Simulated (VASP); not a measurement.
Write the native input for VASP 6.6.1 that does the following.

```
Task                   : relaxation of cell and atoms
Functional             : r2SCAN
Potentials or basis    : VASP PAW PBE potentials, release 64 (Ti_sv, Al)
Cutoff                 : 600 eV
k mesh                 : 4 × 4 × 4
Occupations            : gaussian, width 0.1 eV
Spin                   : no spin polarisation
Dipole correction      : no
Further INCAR settings : ALGO = Normal; EDIFF = 1e-07; IBRION = 2; EDIFFG = -0.04; NSW = 90; ISIF = 3
```

The system is TiAl2.

```
CELL_PARAMETERS angstrom
1.97955 -6.04720 0.00000
1.97955 6.04720 0.00000
0.00000 0.00000 4.03150
ATOMIC_POSITIONS crystal
Ti 0.64900 0.35100 0.00000
Ti 0.35100 0.64900 0.00000
Al 0.00000 0.00000 0.00000
Al 0.82400 0.17600 0.50000
Al 0.17600 0.82400 0.50000
Al 0.50000 0.50000 0.50000
```

These files were run (other wordings do the same):

POSCAR

```
TiAl2
1.0
    1.9795500000     -6.0472000000      0.0000000000
    1.9795500000      6.0472000000      0.0000000000
    0.0000000000      0.0000000000      4.0315000000
Ti Al
2 4
Direct
    0.6490000000      0.3510000000      0.0000000000
    0.3510000000      0.6490000000      0.0000000000
    0.0000000000      0.0000000000      0.0000000000
    0.8240000000      0.1760000000      0.5000000000
    0.1760000000      0.8240000000      0.5000000000
    0.5000000000      0.5000000000      0.5000000000
```

INCAR.step1

```
SYSTEM = TiAl2
PREC = Accurate ; ENCUT = 600
ISMEAR = 0 ; SIGMA = 0.1
LREAL = .FALSE. ; LASPH = .TRUE.
NELM = 80 ; GGA = PE
ALGO = Normal ; EDIFF = 1E-4
LWAVE = .TRUE. ; LCHARG = .FALSE.
```

INCAR.step2

```
SYSTEM = TiAl2
PREC = Accurate ; ENCUT = 600
EDIFF = 1E-7 ; ISMEAR = 0
SIGMA = 0.1 ; LREAL = .FALSE.
LASPH = .TRUE. ; NELM = 80
ALGO = Normal ; ISIF = 3
LWAVE = .FALSE. ; LCHARG = .FALSE.
METAGGA = R2SCAN ; LMIXTAU = .TRUE.
IBRION = 2 ; NSW = 90
EDIFFG = -0.04 ; ISTART = 1
```

KPOINTS

```
regular mesh
0
G
  4 4 4
  0 0 0
```

Potentials or basis: VASP PAW PBE potentials, release 64 (Ti_sv, Al).

Launch:

```sh
$ cat potpaw_PBE.64/Ti_sv/POTCAR potpaw_PBE.64/Al/POTCAR > POTCAR
$ cp INCAR.step1 INCAR
$ mpirun -np 1 vasp_std > vasp.out
$ cp INCAR.step2 INCAR
$ mpirun -np 1 vasp_std > vasp.out
```

It gave:

```json
{
  "Relaxed volume": "15.72 Å³/atom",
  "Relaxed cell": "a = 6.335 Å, b = 6.335 Å, c = 3.990 Å, α = 90.00°, β = 90.00°, γ = 143.90°",
  "Space group after relaxing (to 0.1 Å)": "Cmmm (No. 65)",
  "Energy gained by relaxing": "17.5 meV/atom",
  "Ionic steps": "7",
  "Pressure after relaxing": "0.0 GPa",
  "Largest force after relaxing": "0.033 eV/Å",
  "Band gap on the k mesh": "zero (bands 18 and 19 overlap by 1.57 eV)"
}
```

Caveat: the k points lie up to 0.42 Å⁻¹ apart in the final cell, too coarse for converged energies and pressures of a metal; the PAW data sets were made with another functional, which shifts forces and pressure a little.

It took 33 min on 1 thread of Intel(R) Xeon(R) Platinum 8259CL CPU @ 2.50GHz (Skylake/Cascade Lake) (shared host), peak memory 0.36 GiB.
